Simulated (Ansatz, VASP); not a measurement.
Mg3Sb2 in VASP and in Ansatz

```xyz
5
Lattice="4.5820 0.0000 0.0000 -2.2910 3.9681 0.0000 0.0000 0.0000 7.2440" Properties=species:S:1:pos:R:3 pbc="T T T"
Mg    0.0000    2.6454    4.5637
Mg    2.2910    1.3227    2.6803
Mg    0.0000    0.0000    0.0000
Sb    0.0000    2.6454    1.7023
Sb    2.2910    1.3227    5.5417
```

Alike in both runs: task relaxation of cell and atoms; functional r2SCAN; k mesh 6 × 6 × 4; occupations gaussian, width 0.02 eV; no spin polarisation.

```csv
,VASP,Ansatz
version,VASP 6.6.1,Ansatz 0.2.0
potentials or method,"VASP PAW PBE potentials, release 64 (Mg, Sb), cutoff 660 eV","scalar-relativistic, plane waves, PAW"
valence electrons in the cell,16,60
```

|  | VASP | Ansatz | Ansatz less VASP |
| --- | --- | --- | --- |
| gap on the k mesh at the Fermi level, each at its own relaxed structure (eV) | 0.56 | 0.60 | +0.040 |
| relaxed volume (Å³/atom) | 26.17 | 26.18 | +0.014 |
| relaxed length of the cell vector where the two differ most in proportion (Å) | 4.568 | 4.569 | +0.0009 |

VASP's potentials were made for PBE, not for r2SCAN. VASP's potentials hold 16 valence electrons a cell and Ansatz's 60, so a difference there can come from the potentials and not from the codes.

Neither program's run includes spin-orbit coupling.
